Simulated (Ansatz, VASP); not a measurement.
# Hg in VASP and in Ansatz

INCAR

```
ALGO = Fast
EDIFF = 1E-6
ENCUT = 520
ISIF = 2
ISMEAR = 0
LASPH = T
LCHARG = T
LELF = T
LREAL = F
LVHAR = T
LWAVE = F
NBANDS = 12
NELM = 60
PREC = Accurate
SIGMA = 0.15
```

The input KPOINTS:

```
k-points
0
Gamma
  18 18 18
```

Contents of POSCAR:

```
Hg
1.0
    1.7349945364      1.0074662309      2.2340000000
   -1.7250063742      0.9901662263      2.2340000000
   -0.0099881623     -1.9976324571      2.2340000000
Hg
1
Direct
    0.0000000000      0.0000000000      0.0000000000
```

Input for Ansatz:

```yaml
crystal:
  lattice:
    - [1.7349945364, 1.0074662309, 2.234]
    - [-1.7250063742, 0.9901662263, 2.234]
    - [-0.0099881623, -1.9976324571, 2.234]
  atoms:
    - { symbol: Hg, position: [0.0, 0.0, 0.0] }
basis:
  ecutwfc: 420
kpoints:
  mp_grid: { grid: [18, 18, 18] }
hamiltonian:
  xc: lda
scf:
  occupations: { method: gaussian, width: 0.15 }
output:
  forces: true
  stress: true
  eigenvalues: true
```

Change from the starting cell: strain +0.0100 x Voigt [0, 0, 0, 0, 0, 1], atoms carried along.

Alike in both runs: task single point; functional LDA; k mesh 18 × 18 × 18; occupations gaussian, width 0.15 eV; no spin polarisation.

|  | VASP | Ansatz |
| --- | --- | --- |
| version | VASP 6.6.1 | Ansatz 0.2.0 |
| potentials or method | VASP PAW LDA potentials, release 64 (Hg), cutoff 520 eV | scalar-relativistic, plane waves, PAW |
| valence electrons in the cell | 12 | 20 |

|  | VASP | Ansatz | Ansatz less VASP |
| --- | --- | --- | --- |
| gap on the k mesh at the Fermi level (eV) | none | none | - |
| pressure (GPa) | -1.2 | -1.7 | -0.47 |
| traceless stress, the component that is largest in VASP (GPa) | -0.70 | -0.99 | -0.288 |

LDA's correlation is that of Perdew and Zunger in VASP and of Perdew and Wang (1992) in Ansatz. A gap of «none» marks a metal or a gap that the smearing closes. VASP's potentials hold 12 valence electrons a cell and Ansatz's 20, so a difference there can come from the potentials and not from the codes.

Spin-orbit coupling is off throughout.
